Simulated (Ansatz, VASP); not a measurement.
## Two plane-wave programs on Si3N4

```
Si N
1.0
     7.61905    0.00000    0.00000
    -3.80953    6.59829    0.00000
     0.00000    0.00000    2.91136
Si N
6 8
Direct
  0.17412 0.76792 0.25000
  0.40620 0.17412 0.75000
  0.23208 0.40620 0.25000
  0.82588 0.23208 0.75000
  0.59380 0.82588 0.25000
  0.76792 0.59380 0.75000
  0.33333 0.66667 0.25000
  0.66667 0.33333 0.75000
  0.32996 0.02994 0.25000
  0.30001 0.32996 0.75000
  0.97006 0.30001 0.25000
  0.67004 0.97006 0.75000
  0.69999 0.67004 0.25000
  0.02994 0.69999 0.75000
```

Alike in both runs: functional PBE; dispersion D3(BJ); k mesh 3 × 3 × 8; occupations gaussian, width 0.1 eV; no spin polarisation.

Ansatz relaxed the structure, and its values are those at the end. VASP's run is a single point on that final structure, the one shown.

|  | VASP | Ansatz |
| --- | --- | --- |
| version | VASP 6.6.1 | Ansatz 0.2.0 |
| potentials or method | VASP PAW PBE potentials, release 64 (Si, N), cutoff 520 eV | scalar-relativistic, plane waves, PAW |
| valence electrons in the cell | 64 | 64 |

```csv
,VASP,Ansatz,Ansatz less VASP
gap on the k mesh at the Fermi level (eV),4.32,4.33,+0.012
least direct gap on the mesh (eV),4.50,4.51,+0.011
pressure (GPa),-0.3,0.0,+0.29
rms of the force components (eV/Å),0.004,0.004,-0.0001
```
